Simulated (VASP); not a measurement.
Runs of VASP 6.6.1 on MgRe3. The structure is that of space group Fm-3m (No. 225), or close to it. The cells are those of the table. 

| cell | gap on the mesh (eV) | pressure (GPa) |
| --- | --- | --- |
| a = 4.221 Å, angles 60.0°, 4 atoms | none | 43.7 |
| a = 4.519 Å, angles 60.0°, 4 atoms | none | (b) |
| a = 4.284 Å, angles 60.0°, 4 atoms | none | 25.5 |
| a = 4.463 Å, angles 60.0°, 4 atoms | none | -10.4 |
| a = 4.345 Å, angles 60.0°, 4 atoms | none | 10.8 |
| a = 4.405 Å, angles 60.0°, 4 atoms | none | (a) |
| a = 4.574 Å, angles 60.0°, 4 atoms | none | -23.9 |

Alike in all rows: task single point; level PBE; potentials or basis VASP PAW PBE potentials, release 64 (Mg, Re); no spin polarisation; k mesh 7 × 7 × 7; cutoff (eV) 520; smearing methfessel-paxton 0.1 eV.

Task: Fill in the values left out.

Result: (a) -1.0; (b) -17.9.

Caveats: spin-orbit coupling is left out, which moves the levels of the heavy elements.

A k mesh can miss the band edges, and the runs leave out spin-orbit coupling on Re.

A gap of «none» marks levels without a gap at the run's occupations.
